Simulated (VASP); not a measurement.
Wanted: the native input for a VASP 6.6.1 run.

```
Task                   : single point
Functional             : PBEsol
Potentials or basis    : VASP PAW PBE potentials, release 64 (Ta_pv, N)
Cutoff                 : 520 eV
k mesh                 : 11 × 11 × 10
Occupations            : fermi-dirac, width 0.1 eV
Spin                   : no spin polarisation
Dipole correction      : no
Further INCAR settings : ALGO = Normal; EDIFF = 1e-06; NBANDS = 15
```

The structure of TaN lies in POSCAR:

```
TaN
1.0
    2.9574575207      0.0000000000      0.0000000000
   -1.4787287603      2.5612306898      0.0000000000
    0.0000000000      0.0000000000      2.9020932717
Ta N
1 1
Direct
    0.3333333333      0.6666666667      0.5000000000
    0.0000000000      0.0000000000      0.0000000000
```

The input as run:

INCAR

```
SYSTEM = TaN
ALGO = Normal ; EDIFF = 1E-6
ENCUT = 520 ; GGA = PS
ISIF = 2 ; ISMEAR = -1
LASPH = .True. ; LCHARG = .False.
LREAL = .False. ; LWAVE = .False.
NBANDS = 15 ; NELM = 80
PREC = Accurate ; SIGMA = 0.1
```

KPOINTS

```
k-points
0
Gamma
  11 11 10
  0 0 0
```

Potentials or basis: VASP PAW PBE potentials, release 64 (Ta_pv, N).

Command:

```console
$ cat potpaw_PBE.64/Ta_pv/POTCAR potpaw_PBE.64/N/POTCAR > POTCAR
$ mpirun -np 1 vasp_std > vasp.out
```

Results of the run:

```yaml
Pressure: -10.7 GPa
Band_gap_on_the_k_mesh: zero (band 8 reaches 8.27 eV, above the bottom of band 9 at 7.79 eV)
```

Caveat: the PAW data sets were made with another functional, which shifts forces and pressure a little; spin-orbit coupling is left out, which moves the levels of the heavy elements.

Wall time 9.2 s on 1 thread of Intel(R) Xeon(R) 6975P-C (Granite Rapids), with other jobs on the host, peak memory 0.16 GiB.
